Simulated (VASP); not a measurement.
Here is a VASP 6.6.1 calculation.

The input INCAR:

```
PREC = Accurate ; ENCUT = 520
EDIFF = 1E-6 ; ISMEAR = 0
SIGMA = 0.05 ; LREAL = F
LASPH = T ; NELM = 80
ALGO = Normal ; ISIF = 2
LWAVE = F ; LCHARG = F
GGA = PE ; NBANDS = 30
```

File KPOINTS:

```
Automatic mesh
0
Gamma
  6 6 6
```

The input POSCAR:

```
CsSnI3
1.0
    6.2831703419      0.0000000000      0.0000000000
    0.0000000000      6.2831703419      0.0000000000
    0.0000000000      0.0000000000      6.7229922658
Cs Sn I
1 1 3
Direct
    0.0000000000      0.0000000000      0.0000000000
    0.5000000000      0.5000000000      0.5000000000
    0.0000000000      0.5000000000      0.5000000000
    0.5000000000      0.0000000000      0.5000000000
    0.5000000000      0.5000000000      0.0000000000
```

Potentials or basis: VASP PAW PBE potentials, release 64 (Cs_sv, Sn_d, I).

The run is started by

```sh
$ cat potpaw_PBE.64/Cs_sv/POTCAR potpaw_PBE.64/Sn_d/POTCAR potpaw_PBE.64/I/POTCAR > POTCAR
$ mpirun -np 1 vasp_std > vasp.out
```

(1) Predict the pressure.

(2) Predict the band gap on the k mesh.

## Answers

(1) -0.7 GPa.

(2) 0.47 eV.

Caveat: the cell differs from its parent crystal (normal strain along x +0.0000, normal strain along z +0.0700); semilocal functionals underestimate gaps, and a narrow one can read as zero; spin-orbit coupling is left out, which moves the levels of the heavy elements.
